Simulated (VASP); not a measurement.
A run of VASP 6.6.1 is set up as follows.

INCAR

```
SYSTEM = Mg2NCl
  PREC = Accurate
  ENCUT = 600
  EDIFF = 1E-6
  ISMEAR = 0
  SIGMA = 0.02
  LREAL = .FALSE.
  LASPH = .TRUE.
  NELM = 60
  ALGO = Normal
  ISIF = 3
  LWAVE = .FALSE.
  LCHARG = .FALSE.
  GGA = PS
  IBRION = 2
  NSW = 100
  EDIFFG = -0.01
```

Contents of KPOINTS:

```
regular mesh
0
G
  12 12 4
  0 0 0
```

POSCAR

```
Mg2NCl
1.0
    3.2608991660      0.0000000000      0.0000000000
   -1.6304495830      2.8240215169      0.0000000000
    0.0000000000      0.0000000000      6.2871470399
Mg N Cl
2 1 1
Direct
    0.3333333333      0.6666666667      0.3348672441
    0.6666666667      0.3333333333      0.6651327559
    0.0000000000      0.0000000000      0.5000000000
    0.0000000000      0.0000000000      0.0000000000
```

Potentials or basis: VASP PAW PBE potentials, release 64 (Mg, N, Cl).

The run is started by

```console
$ cat potpaw_PBE.64/Mg/POTCAR potpaw_PBE.64/N/POTCAR potpaw_PBE.64/Cl/POTCAR > POTCAR
$ mpirun -np 1 vasp_std > vasp.out
```

Task: Estimate the relaxed volume.

Result: 14.44 Å³/atom.

Task: Estimate the relaxed cell.

Result: a = 3.258 Å, b = 3.258 Å, c = 6.280 Å, α = 90.00°, β = 90.00°, γ = 120.00°.

Final structure:
```
Mg N Cl
1.0
     3.25842    0.00000    0.00000
    -1.62921    2.82188    0.00000
     0.00000    0.00000    6.27989
Mg N Cl
2 1 1
Direct
  0.33333 0.66667 0.33522
  0.66667 0.33333 0.66478
  0.00000 0.00000 0.50000
  0.00000 0.00000 0.00000
```

Caveat: the PAW data sets were made with another functional, which shifts forces and pressure a little.
